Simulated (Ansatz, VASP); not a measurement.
Two plane-wave programs on Re

Contents of INCAR:

```
ALGO = Normal
EDIFF = 1E-6
ENCUT = 560
GGA = CA
GGA_COMPAT = False
ISIF = 2
ISMEAR = 0
LASPH = True
LCHARG = False
LREAL = False
LWAVE = False
NBANDS = 22
NELM = 120
PREC = Accurate
SIGMA = 0.03
```

Contents of KPOINTS:

```
k-points
0
Gamma
  13 13 7
```

File POSCAR:

```
Re
1.0
    2.7391880258      0.0000000000      0.0000000000
   -1.3695940129      2.3722064161      0.0000000000
    0.0000000000      0.0000000000      4.4118668232
Re
2
Direct
    0.3333333333      0.6666666667      0.2500000000
    0.6666666667      0.3333333333      0.7500000000
```

Input for Ansatz:

```yaml
crystal:
  lattice:
    - [2.7391880258, 0.0, 0.0]
    - [-1.3695940129, 2.3722064161, 0.0]
    - [0.0, 0.0, 4.4118668232]
  atoms:
    - { symbol: Re, position: [0.3333333333, 0.6666666667, 0.25] }
    - { symbol: Re, position: [0.6666666667, 0.3333333333, 0.75] }
hamiltonian:
  xc: lda
  pseudopotentials:
    kind: paw
    azcp:
      Re: "pseudopotentials/Re.paw.azcp"
basis:
  ecutwfc: 420
  fft_grid_basis: typed
kpoints:
  mp_grid: { grid: [13, 13, 7], shift: [0, 0, 0] }
magnetization:
  spin_polarized: false
scf:
  occupations: { method: gaussian, width: 0.03 }
  lower_state_search: "off"
output:
  stress: true
  write_density: true
  write_potential: true
  elf: true
  volumetric_format: npy
```

Alike in both runs: task single point; functional LDA; k mesh 13 × 13 × 7; occupations gaussian, width 0.03 eV; no spin polarisation.

|  | VASP | Ansatz |
| --- | --- | --- |
| version | VASP 6.6.1 | Ansatz 0.2.0 |
| potentials or method | VASP PAW LDA potentials, release 64 (Re_sv_GW), cutoff 560 eV | plane waves (420 eV) with PAW, scalar-relativistic |
| valence electrons in the cell | 30 | 30 |

|  | VASP | Ansatz | Ansatz less VASP |
| --- | --- | --- | --- |
| pressure (GPa) | -0.3 | -0.3 | 0.00 |
| traceless stress, the component that is largest in VASP (GPa) | -0.33 | -0.41 | -0.073 |

Ansatz warns that its potentials were made for another functional, while VASP's fit it. LDA's correlation is that of Perdew and Zunger in VASP and of Perdew and Wang (1992) in Ansatz.

Neither program's run includes spin-orbit coupling.
